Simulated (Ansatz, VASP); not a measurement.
## One calculation of Si3C, two programs

```
Si C
1.0
     2.58129    0.00000    0.00000
    -1.29064    2.23546    0.00000
     0.00000    0.00000    8.86442
Si C
3 1
Direct
  0.00000 0.00000 0.70996
  0.00000 0.00000 0.00000
  0.00000 0.00000 0.29004
  0.00000 0.00000 0.50000
```

Alike in both runs: functional PBE; k mesh 6 × 6 × 2; occupations gaussian, width 0.1 eV; no spin polarisation.

Ansatz relaxed the structure, and its values are those at the end. VASP's run is a single point on that final structure, the one shown.

|  | VASP | Ansatz |
| --- | --- | --- |
| version | VASP 6.6.1 | Ansatz 0.2.0 |
| potentials or method | VASP PAW PBE potentials, release 64 (Si, C), cutoff 520 eV | scalar-relativistic, plane waves, PAW |
| valence electrons in the cell | 16 | 16 |

```csv
,VASP,Ansatz,Ansatz less VASP
gap on the k mesh at the Fermi level (eV),none,none,-
pressure (GPa),0.1,0.1,+0.06
rms of the force components (eV/Å),0.008,0.008,+0.0004
```

A gap of «none» marks a metal or a gap that the smearing closes. The functional is the same, so the differences come from potentials, cutoffs and numerics.

The k mesh is coarse, so the values compare programs but aren't converged.
